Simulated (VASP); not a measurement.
Wanted: the native input for a VASP 6.6.1 run.

```
Task                   : single point
Functional             : LDA
Potentials or basis    : VASP PAW LDA potentials, release 64 (Sr_sv, V_sv, O)
Cutoff                 : 520 eV
k mesh                 : 4 × 4 × 4, shifted
Occupations            : methfessel-paxton, width 0.1 eV
Spin                   : collinear spin, ferromagnetic start
Starting moments       : [0.0, 1.5, 0.0, 0.0, 0.0] μB
Hubbard terms          : V d U = 7.0 eV
Dipole correction      : no
Further INCAR settings : ALGO = Normal; EDIFF = 1e-06; NBANDS = 32
```

The structure of SrVO3 lies in POSCAR:

```
SrVO3
1.0
    3.8409000000      0.0000000000      0.0000000000
    0.0000000000      3.8409000000      0.0000000000
    0.0000000000      0.0000000000      3.8409000000
Sr V O
1 1 3
Direct
    0.5000000000      0.5000000000      0.5000000000
    0.0000000000      0.0000000000      0.0000000000
    0.5000000000      0.0000000000      0.0000000000
    0.0000000000      0.5000000000      0.0000000000
    0.0000000000      0.0000000000      0.5000000000
```

These files were run (other wordings do the same):

INCAR

```
SYSTEM = SrVO3
ALGO     = Normal         ! electronic algorithm
EDIFF    = 1E-6           ! SCF threshold, eV
ENCUT    = 520            ! plane-wave cutoff, eV
ISIF     = 2              ! what is computed and relaxed
ISMEAR   = 1              ! smearing method
ISPIN    = 2              ! spin polarisation
LASPH    = .True.         ! aspherical terms in the spheres
LCHARG   = .True.         ! write CHGCAR
LDAU     = .True.         ! DFT+U
LDAUJ    = 0 0 0        
LDAUL    = -1 2 -1        ! shell
LDAUPRINT= 1            
LDAUTYPE = 2            
LDAUU    = 0 7 0          ! U, eV
LELF     = .True.         ! ELF
LMAXMIX  = 4              ! l up to which the mixer works
LORBIT   = 11             ! projections on sites
LREAL    = .False.        ! projectors in reciprocal space
LVHAR    = .True.       
LWAVE    = .False.        ! write WAVECAR
MAGMOM   = 0 1.5 0 0 0    ! initial moments
NBANDS   = 32             ! bands
NELM     = 150            ! most SCF steps
PREC     = Accurate       ! precision mode
SIGMA    = 0.1            ! smearing width, eV
```

KPOINTS

```
Automatic mesh
0
Gamma
  4 4 4
  0.5 0.5 0.5
```

Potentials or basis: VASP PAW LDA potentials, release 64 (Sr_sv, V_sv, O).

Launch:

```sh
$ cat potpaw_LDA.64/Sr_sv/POTCAR potpaw_LDA.64/V_sv/POTCAR potpaw_LDA.64/O/POTCAR > POTCAR
$ mpirun -np 1 vasp_std > vasp.out
```

Results of the run:

```json
{"Pressure": "-0.2 GPa", "Band gap on the k mesh": "zero (filled and empty bands overlap)", "Net moment": "1.00 μB per cell", "Site moments": "Sr -0.00; V +1.23; O -0.09 μB", "Valence electrons inside the program's atomic spheres": "Sr 8.02; V 11.48; O 5.04"}
```

Caveat: the k points lie up to 0.41 Å⁻¹ apart, too coarse for converged energies and pressures of a metal.

Run time: 18 s on 1 thread of Intel(R) Xeon(R) Platinum 8375C CPU @ 2.90GHz (Ice Lake), on a shared host, peak memory 0.16 GiB.
